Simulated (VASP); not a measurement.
# Ge4F in VASP: notebook

Ge4F is run at these levels: PBE+D3(BJ); tasks: single point.

Everything below comes from runs of VASP 6.6.1. Logs are shortened: lines on timing, memory, paths and dates and some standing lists are left out, and cuts for length are marked.

### Step 1. The cell of the first run

The cell holds a slab with vacuum, 5 atoms: a = 4.030 Å, b = 4.030 Å, c = 21.642 Å, α = 90.00°, β = 90.00°, γ = 90.00°.

### Step 2. Single point, PBE+D3(BJ)

INCAR

```
SYSTEM = Ge4F
PREC = Accurate
ENCUT = 520
EDIFF = 1E-6
ISMEAR = 0
SIGMA = 0.1
LREAL = .False.
LASPH = .True.
NELM = 80
ALGO = Normal
ISIF = 2
LWAVE = .False.
LCHARG = .False.
LDIPOL = .True.
IDIPOL = 3
DIPOL = 0.5 0.5 0.336
GGA = PE
IVDW = 12
NBANDS = 40
```

KPOINTS

```
regular mesh
0
Gamma
  7 7 1
  0 0 0
```

POSCAR

```
Ge4F
1.0
    4.0303587907      0.0000000000      0.0000000000
    0.0000000000      4.0303587907      0.0000000000
    0.0000000000      0.0000000000     21.6416627718
Ge F
4 1
Direct
    0.0000000000      0.5000000000      0.1848286817
    0.0000000000      0.0000000000      0.2506714513
    0.5000000000      0.0000000000      0.3196569899
    0.5000000000      0.5000000000      0.3854446333
    0.6250000000      1.0000000000      0.5379282957
```

Potentials or basis: VASP PAW PBE potentials, release 64 (Ge_d, F).

On the command line:

```console
$ cat potpaw_PBE.64/Ge_d/POTCAR potpaw_PBE.64/F/POTCAR > POTCAR
$ mpirun -np 1 vasp_std > vasp.out
```

OUTCAR:

```text
SYSTEM = Ge4F
   PREC = Accurate
   ENCUT = 520
   EDIFF = 1E-6
   ISMEAR = 0
   LREAL = .False.
   LASPH = .True.
   NELM = 80
   ISIF = 2
   GGA = PE
   IVDW = 12
 IVDW          = 12

 ion  position               nearest neighbor table
   1  0.000  0.500  0.185-   2 2.47   2 2.47
   2  0.000  0.000  0.251-   1 2.47   1 2.47   3 2.51   3 2.51
   3  0.500  0.000  0.320-   4 2.47   4 2.47   2 2.51   2 2.51
   4  0.500  0.500  0.385-   3 2.47   3 2.47
   5  0.625  0.000  0.538-

  LATTYP: Found a simple tetragonal cell.
 ALAT       =     4.0303587907
 C/A-ratio  =     5.3696615849

  Lattice vectors:

 A1 = (   4.0303587907,   0.0000000000,   0.0000000000)
 A2 = (   0.0000000000,   4.0303587907,   0.0000000000)
 A3 = (   0.0000000000,   0.0000000000,  21.6416627718)

Analysis of symmetry for initial positions (statically):
=====================================================================
 Subroutine PRICEL returns:
 Original cell was already a primitive cell.

 Routine SETGRP: Setting up the symmetry group for a
 simple tetragonal supercell.

 Subroutine GETGRP returns: Found  2 space group operations
 (whereof  2 operations were pure point group operations)
 out of a pool of 16 trial point group operations.

The static configuration has the point symmetry C_1h.

Analysis of symmetry for dynamics (positions and initial velocities):
=====================================================================
 Subroutine PRICEL returns:
 Original cell was already a primitive cell.

 Routine SETGRP: Setting up the symmetry group for a
 simple tetragonal supercell.

 Subroutine GETGRP returns: Found  2 space group operations
 (whereof  2 operations were pure point group operations)
 out of a pool of 16 trial point group operations.

The dynamic configuration has the point symmetry C_1h.

 Subroutine INISYM returns: Found  2 space group operations
 (whereof  2 operations are pure point group operations),
 and found     1 'primitive' translations

----------------------------------------------------------------------------------------

                                     Primitive cell

  volume of cell :     351.5427

  direct lattice vectors                    reciprocal lattice vectors
     4.030358791  0.000000000  0.000000000     0.248116868  0.000000000  0.000000000
     0.000000000  4.030358791  0.000000000     0.000000000  0.248116868  0.000000000
     0.000000000  0.000000000 21.641662772     0.000000000  0.000000000  0.046207170

  length of vectors
     4.030358791  4.030358791 21.641662772     0.248116868  0.248116868  0.046207170

  position of ions in fractional coordinates (direct lattice)
     0.000000000  0.500000000  0.184828682
     0.000000000  0.000000000  0.250671451
     0.500000000  0.000000000  0.319656990
     0.500000000  0.500000000  0.385444633
     0.625000000  0.000000000  0.537928296

  ion indices of the primitive-cell ions
   primitive index   ion index
                 1           1
                 2           2
                 3           3
                 4           4
                 5           5

----------------------------------------------------------------------------------------

 KPOINTS: regular mesh

Automatic generation of k-mesh.
 Grid dimensions read from file:
 generate k-points for:    7    7    1

 Generating k-lattice:

  Cartesian coordinates                     Fractional coordinates (reciprocal lattice)
     0.035445267  0.000000000  0.000000000     0.142857143  0.000000000  0.000000000
     0.000000000  0.035445267  0.000000000     0.000000000  0.142857143  0.000000000
     0.000000000  0.000000000  0.046207170     0.000000000  0.000000000  1.000000000

  Length of vectors
     0.035445267  0.035445267  0.046207170

  Shift w.r.t. Gamma in fractional coordinates (k-lattice)
     0.000000000  0.000000000  0.000000000

 Subroutine IBZKPT returns following result:
 ===========================================

 Found     16 irreducible k-points:

 Following reciprocal coordinates:
            Coordinates               Weight
  0.000000  0.000000  0.000000      1.000000
  0.142857  0.000000  0.000000      2.000000
  0.000000  0.142857  0.000000      2.000000
  0.285714  0.000000  0.000000      2.000000
  0.000000  0.285714  0.000000      2.000000
  0.428571  0.000000  0.000000      2.000000
[... 8 lines left out ...]
 -0.285714  0.428571  0.000000      4.000000
  0.428571  0.428571  0.000000      4.000000
   k-points           NKPTS =     16   k-points in BZ     NKDIM =     16   number of bands    NBANDS=     40
   number of dos      NEDOS =    301   number of ions     NIONS =      5
   total plane-waves  NPLWV = 145800
   dimension x,y,z NGX =    30 NGY =   30 NGZ =  162
   dimension x,y,z NGXF=    60 NGYF=   60 NGZF=  324
   ions per type =               4   1
   NGX,Y,Z   is equivalent  to a cutoff of  12.37, 12.37, 12.44 a.u.
   NGXF,Y,Z  is equivalent  to a cutoff of  24.75, 24.75, 24.89 a.u.
 SYSTEM =  Ge4F
   PREC   = accura    normal or accurate (medium, high low for compatibility)
   ISTART =      0    job   : 0-new  1-cont  2-samecut
   ICHARG =      2    charge: 1-file 2-atom 10-const
   ISPIN  =      1    spin polarized calculation?
   LNONCOLLINEAR =      F non collinear calculations
   LSORBIT =      F    spin-orbit coupling
   LASPH  =      T    aspherical Exc in radial PAW
   ENCUT  =  520.0 eV  38.22 Ry    6.18 a.u.   7.49  7.49 40.24*2*pi/ulx,y,z
   NELM   =     80;   NELMIN=  2; NELMDL= -5     # of ELM steps
   EDIFF  = 0.1E-05   stopping-criterion for ELM
   LREAL  =      F    real-space projection
   EDIFFG = 0.1E-04   stopping-criterion for IOM
   NSW    =      0    number of steps for IOM
   IBRION =     -1    ionic relax: 0-MD 1-quasi-New 2-CG
   NFREE  =      0    steps in history (QN), initial steepest desc. (CG)
   ISIF   =      2    stress and relaxation
   ISYM   =      2    0-nonsym 1-usesym 2-fastsym
   POTIM  = 0.5000    time-step for ionic-motion
   TEBEG  =    0.0;   TEEND  =   0.0 temperature during run
   PSTRESS=    0.0 pullay stress
   NELECT =      63.0000    total number of electrons
   NUPDOWN=      -1.0000    fix difference up-down
   EMIN   =  10.00;   EMAX   =-10.00  energy-range for DOS
   EFERMI =   0.00;   METHOD = LEGACY
   ISMEAR =     0;   SIGMA  =   0.10  broadening in eV -4-tet -1-fermi 0-gaus
   EFERMI_NEDOS =   21; number of points for ismear=-14 and -15
   IALGO  =     38    algorithm
   IMIX   =      4    mixing-type and parameters
     AMIX     =   0.40;   BMIX     =  1.00
     AMIX_MAG =   1.60;   BMIX_MAG =  1.00
  volume/ion in A,a.u.               =      70.31       474.47
  Fermi-wavevector in a.u.,A,eV,Ry     =   0.922987  1.744193 11.590876  0.851905
  Thomas-Fermi vector in A             =   2.048574
   LORBIT       =      0    0 simple, 1 ext, 2 COOP (PROOUT), +10 PAW based schemes
   GGA     = PE    functional components
   LHFCALC =     F    Hartree Fock is set to
   AEXX    =    0.0000 exact exchange contribution
   IVDW    =    12    specifies the selected vdW correction
   LEPSILON=     F    determine dielectric tensor
   LRPA    =     F    only Hartree local field effects (RPA)
 non-spin polarized calculation
 Gauss-broadening in eV      SIGMA  =   0.10
  energy-cutoff  :      520.00
  volume of cell :      351.54
 maximum number of plane-waves:      9517
 NGX is ok and might be reduce to    30
   NGX = 15   NGY = 15   NGZ = 81

 number of electron      62.9999906 magnetization

 dipolmoment           0.000000      0.000000      0.504986 electrons x Angstroem

 Free energy of the ion-electron system (eV)
  ---------------------------------------------------
  ext. energy  EPLUGINS =         0.00000000
  ---------------------------------------------------
  free energy    TOTEN  =       -16.46317653 eV

  energy without entropy =      -16.38248890  energy(sigma->0) =      -16.42283272

 E-fermi :  -4.2468     XC(G=0):  -3.9059

 val. band max:       -4.2574942097   @ k =   0.4286   0.4286   0.0000
 cond. band min:      -4.2388771178   @ k =  -0.1429   0.2857   0.0000
 fundamental gap:      0.0186170919
 Fermi energy:        -4.2468010151

 k-point     1 :       0.0000    0.0000    0.0000
  band No.  band energies     occupation
      1     -28.7909      2.00000
      2     -28.7581      2.00000
      3     -28.7097      2.00000
      4     -28.6984      2.00000
      5     -28.6423      2.00000
      6     -28.5631      2.00000
[... 32 lines left out ...]
     39       0.4794      0.00000
     40       1.7841      0.00000

 k-point     2 :       0.1429    0.0000    0.0000
  band No.  band energies     occupation
      1     -28.7902      2.00000
      2     -28.7583      2.00000
      3     -28.7099      2.00000
      4     -28.6984      2.00000
      5     -28.6422      2.00000
      6     -28.5632      2.00000
[... 32 lines left out ...]
     39       0.6336      0.00000
     40       2.1643      0.00000

 k-point     3 :       0.0000    0.1429    0.0000
  band No.  band energies     occupation
      1     -28.7909      2.00000
      2     -28.7586      2.00000
      3     -28.7099      2.00000
      4     -28.6985      2.00000
      5     -28.6395      2.00000
      6     -28.5654      2.00000
[... 32 lines left out ...]
     39       0.8464      0.00000
     40       2.0053      0.00000

 k-point     4 :       0.2857    0.0000    0.0000
  band No.  band energies     occupation
      1     -28.7887      2.00000
      2     -28.7587      2.00000
      3     -28.7104      2.00000
      4     -28.6985      2.00000
      5     -28.6418      2.00000
      6     -28.5629      2.00000
[... 32 lines left out ...]
     39       1.5906      0.00000
     40       1.9270      0.00000
[... 428 lines left out ...]
     39       2.1076      0.00000
     40       2.4868      0.00000

 k-point    15 :      -0.2857    0.4286    0.0000
  band No.  band energies     occupation
      1     -28.7893      2.00000
      2     -28.7615      2.00000
      3     -28.7112      2.00000
      4     -28.6862      2.00000
      5     -28.6448      2.00000
      6     -28.5713      2.00000
[... 32 lines left out ...]
     39       2.1568      0.00000
     40       2.8724      0.00000

 k-point    16 :       0.4286    0.4286    0.0000
  band No.  band energies     occupation
      1     -28.7881      2.00000
      2     -28.7618      2.00000
      3     -28.7115      2.00000
      4     -28.6864      2.00000
      5     -28.6449      2.00000
      6     -28.5705      2.00000
[... 32 lines left out ...]
     39       2.1573      0.00000
     40       2.7573      0.00000

------------------------ aborting loop because EDIFF is reached ----------------------------------------

 vacuum level on the upper side and lower side of the slab       (xc-potential included)         2.737        -2.750

 Edisp (eV)   -0.88122

 E8    (eV) :    -0.4077

  FORCE on cell =-STRESS in cart. coord.  units (eV):
  Direction    XX          YY          ZZ          XY          YZ          ZX
  --------------------------------------------------------------------------------------
  -------------------------------------------------------------------------------------
  Total      -2.04146     0.13870    -1.82496     0.00000     0.00000    -0.13161
  in kB      -9.30406     0.63211    -8.31736     0.00000     0.00000    -0.59984
  external pressure =       -5.66 kB  Pullay stress =        0.00 kB

 VOLUME and BASIS-vectors are now :
 -----------------------------------------------------------------------------
  energy-cutoff  :      520.00
  volume of cell :      351.54
      direct lattice vectors                 reciprocal lattice vectors
     4.030358791  0.000000000  0.000000000     0.248116868  0.000000000  0.000000000
     0.000000000  4.030358791  0.000000000     0.000000000  0.248116868  0.000000000
     0.000000000  0.000000000 21.641662772     0.000000000  0.000000000  0.046207170

 POSITION                                       TOTAL-FORCE (eV/Angst)
 -----------------------------------------------------------------------------------
      0.00000      2.01518      4.00000        -0.002116      0.000000     -0.076026
      0.00000      0.00000      5.42495         0.006921      0.000000      0.082955
      2.01518      0.00000      6.91791         0.017326      0.000000      0.015636
      2.01518      2.01518      8.34166         0.006963      0.000000      0.544920
      2.51897      0.00000     11.64166        -0.029094      0.000000     -0.567485
 -----------------------------------------------------------------------------------
    total drift:                               -0.000059      0.000000     -0.001612

  FREE ENERGIE OF THE ION-ELECTRON SYSTEM (eV)
  ---------------------------------------------------
  free  energy   TOTEN  =       -17.3443916267 eV

  energy  without entropy=      -17.2637039884  energy(sigma->0) =      -17.30404781

 vacuum level on the upper side and lower side of the slab         6.259         0.634
```

Wall time 12 min (1 thread of Intel Xeon 8259CL, shared host); peak memory 0.5 GiB.

What came out:

| Quantity | Value |
| --- | --- |
| Free energy | -17.3444 eV |
| Largest force | 0.568 eV/Å |
| Band gap on the k mesh | zero (an odd number of electrons rules out a gap without spin polarisation) |
| Dispersion energy per atom | -0.176 eV |

Forces on the atoms (eV/Å):
```
Ge  -0.002  0.000 -0.076
Ge   0.007  0.000  0.083
Ge   0.017  0.000  0.016
Ge   0.007  0.000  0.545
F   -0.029  0.000 -0.567
```

Levels at points of the mesh, in eV from the Fermi level:
```tsv
k point	band 29	band 30	band 31	band 32	band 33	band 34
(0.00, 0.00, 0.00)	-0.20	-0.05	-0.03	0.82	1.32	1.95
```

Caveat: an odd number of electrons without spin polarisation forces a metal; a magnetic or distorted state may lie lower.

### Step 3. Single point, PBE+D3(BJ)

INCAR

```
SYSTEM = Ge4F
PREC = Accurate
ENCUT = 520
EDIFF = 1E-7
ISMEAR = 0
SIGMA = 0.1
LREAL = .FALSE.
LASPH = .TRUE.
NELM = 100
ALGO = Normal
ISIF = 2
LWAVE = .FALSE.
LCHARG = .FALSE.
LDIPOL = .TRUE.
IDIPOL = 3
DIPOL = 0.5 0.5 0.336
GGA = PE
IVDW = 12
NBANDS = 40
```

KPOINTS

```
Automatic mesh
0
G
  7 7 1
  0 0 0
```

Changes to POSCAR since step 2:

```diff
@@ -12,2 +12,2 @@
     0.5000000000      0.5000000000      0.3854446333
-    0.6250000000      1.0000000000      0.5379282957
+    1.0000000000      0.6250000000      0.5379282957
```

Potentials or basis: VASP PAW PBE potentials, release 64 (Ge_d, F).

On the command line:

```console
$ cat potpaw_PBE.64/Ge_d/POTCAR potpaw_PBE.64/F/POTCAR > POTCAR
$ mpirun -np 1 vasp_std > vasp.out
```

OUTCAR:

```text
SYSTEM = Ge4F
   PREC = Accurate
   ENCUT = 520
   EDIFF = 1E-7
   ISMEAR = 0
   LREAL = .FALSE.
   LASPH = .TRUE.
   NELM = 100
   ISIF = 2
   GGA = PE
   IVDW = 12
 IVDW          = 12

 ion  position               nearest neighbor table
   1  0.000  0.500  0.185-   2 2.47   2 2.47
   2  0.000  0.000  0.251-   1 2.47   1 2.47   3 2.51   3 2.51
   3  0.500  0.000  0.320-   4 2.47   4 2.47   2 2.51   2 2.51
   4  0.500  0.500  0.385-   3 2.47   3 2.47
   5  0.000  0.625  0.538-

[... 890 lines left out ...]
  -------------------------------------------------------------------------------------
  Total      -2.13912     0.36250    -2.05382     0.00000    -0.18586     0.00000
  in kB      -9.74918     1.65210    -9.36043     0.00000    -0.84707     0.00000
  external pressure =       -5.82 kB  Pullay stress =        0.00 kB

 VOLUME and BASIS-vectors are now :
 -----------------------------------------------------------------------------
  energy-cutoff  :      520.00
  volume of cell :      351.54
      direct lattice vectors                 reciprocal lattice vectors
     4.030358791  0.000000000  0.000000000     0.248116868  0.000000000  0.000000000
     0.000000000  4.030358791  0.000000000     0.000000000  0.248116868  0.000000000
     0.000000000  0.000000000 21.641662772     0.000000000  0.000000000  0.046207170

 POSITION                                       TOTAL-FORCE (eV/Angst)
 -----------------------------------------------------------------------------------
      0.00000      2.01518      4.00000         0.000000      0.005462     -0.077538
      0.00000      0.00000      5.42495         0.000000      0.005549      0.087965
      2.01518      0.00000      6.91791         0.000000     -0.019432     -0.005983
      2.01518      2.01518      8.34166         0.000000      0.061120      0.638814
      0.00000      2.51897     11.64166         0.000000     -0.052699     -0.643257
 -----------------------------------------------------------------------------------
    total drift:                                0.000000     -0.000023     -0.000628

  FREE ENERGIE OF THE ION-ELECTRON SYSTEM (eV)
  ---------------------------------------------------
  free  energy   TOTEN  =       -17.3835358711 eV

  energy  without entropy=      -17.3132608903  energy(sigma->0) =      -17.34839838

 vacuum level on the upper side and lower side of the slab         6.253         0.641
```

OSZICAR:

```text
N       E                     dE             d eps       ncg     rms          rms(c)
DAV:   1     0.587428156864E+03    0.58743E+03   -0.31955E+04  1584   0.238E+03
DAV:   2     0.814603507354E+02   -0.50597E+03   -0.48852E+03  1544   0.629E+02
DAV:   3    -0.159310531505E+02   -0.97391E+02   -0.96057E+02  1784   0.192E+02
[... 24 lines left out ...]
DAV:  28    -0.165025833171E+02   -0.52892E-05   -0.11169E-06  1528   0.927E-03    0.342E-03
DAV:  29    -0.165025844582E+02   -0.11412E-05   -0.22604E-07  1096   0.684E-03    0.702E-03
DAV:  30    -0.165025846078E+02   -0.14958E-06   -0.36071E-07  1072   0.480E-03    0.487E-04
DAV:  31    -0.165025849994E+02   -0.39165E-06   -0.30873E-08   920   0.237E-03    0.609E-04
DAV:  32    -0.165025850285E+02   -0.29042E-07   -0.15186E-08   984   0.127E-03
   1 F= -.17383536E+02 E0= -.17348398E+02  d E =-.702750E-01
```

It took 13 min on 1 thread of Intel Xeon 8259CL, shared host; peak memory 0.49 GiB.

Results:

| Property | Result |
| --- | --- |
| Free energy | -17.3835 eV |
| Largest force | 0.645 eV/Å |
| Band gap on the k mesh | zero (an odd number of electrons rules out a gap without spin polarisation) |
| Dispersion energy per atom | -0.176 eV |

Forces on the atoms (eV/Å):
```
Ge   0.000  0.005 -0.078
Ge   0.000  0.006  0.088
Ge   0.000 -0.019 -0.006
Ge   0.000  0.061  0.639
F    0.000 -0.053 -0.643
```

Caveat: an odd number of electrons without spin polarisation forces a metal; a magnetic or distorted state may lie lower.

[end of part 1 of 2]
